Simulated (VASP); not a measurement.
Here is a VASP 6.6.1 calculation.

INCAR

```
PREC     = Accurate       # precision mode
ENCUT    = 520            # plane-wave cutoff, eV
EDIFF    = 1E-6           # SCF threshold, eV
ISMEAR   = 0              # smearing method
SIGMA    = 0.1            # smearing width, eV
LREAL    = False          # projectors in reciprocal space
LASPH    = True           # aspherical terms in the spheres
NELM     = 60             # most SCF steps
ALGO     = Fast           # electronic algorithm
ISIF     = 2              # what is computed and relaxed
LWAVE    = False          # write WAVECAR
LCHARG   = False          # write CHGCAR
GGA      = PE             # functional
IVDW     = 12             # dispersion correction
NBANDS   = 19             # bands
```

KPOINTS

```
Automatic mesh
0
Gamma
  18 18 8
```

The input POSCAR:

```
Zr
1.0
    3.1855047880      0.0000000000      0.0000000000
   -1.5927523940      2.7587280703      0.0000000000
    0.0000000000      0.0000000000      5.1100856935
Zr
2
Direct
    0.3333333333      0.6666666667      0.2500000000
    0.6666666667      0.3333333333      0.7500000000
```

Potentials or basis: VASP PAW PBE potentials, release 64 (Zr_sv).

Run with:

```console
$ cat potpaw_PBE.64/Zr_sv/POTCAR > POTCAR
$ mpirun -np 1 vasp_std > vasp.out
```

**Question.** Estimate the band gap on the k mesh.

**Answer.** Zero (band 12 reaches 10.37 eV, above the bottom of band 13 at 9.16 eV).

**Question.** Estimate the dispersion energy per atom.

**Answer.** -0.549 eV.
